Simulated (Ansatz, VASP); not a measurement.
## Two plane-wave programs on Si2Ni

```
Si Ni
1.0
     0.00000    2.67495    2.67495
     2.67495    0.00000    2.67495
     2.67495    2.67495    0.00000
Si Ni
2 1
Cartesian
  1.3375 1.3375 1.3375
  4.0124 4.0124 4.0124
  0.0000 0.0000 0.0000
```

Alike in both runs: task single point; functional LDA; k mesh 12 × 12 × 12; occupations fermi-dirac, width 0.1 eV; no spin polarisation.

|  | VASP | Ansatz |
| --- | --- | --- |
| version | VASP 6.6.1 | Ansatz 0.2.0 |
| potentials or method | VASP PAW LDA potentials, release 64 (Si, Ni) | PAW with Ansatz's default frozen-core files, scalar-relativistic |
| plane-wave cutoff (eV) | 520 | 420 |
| valence electrons in the cell | 18 | 26 |

```csv
,VASP,Ansatz,Ansatz less VASP
pressure (GPa),0.1,0.0,-0.12
```

LDA's correlation is that of Perdew and Zunger in VASP and of Perdew and Wang (1992) in Ansatz. VASP's potentials hold 18 valence electrons a cell and Ansatz's 26, so a difference there can come from the potentials and not from the codes. Ansatz's warnings: optics on partly filled bands.
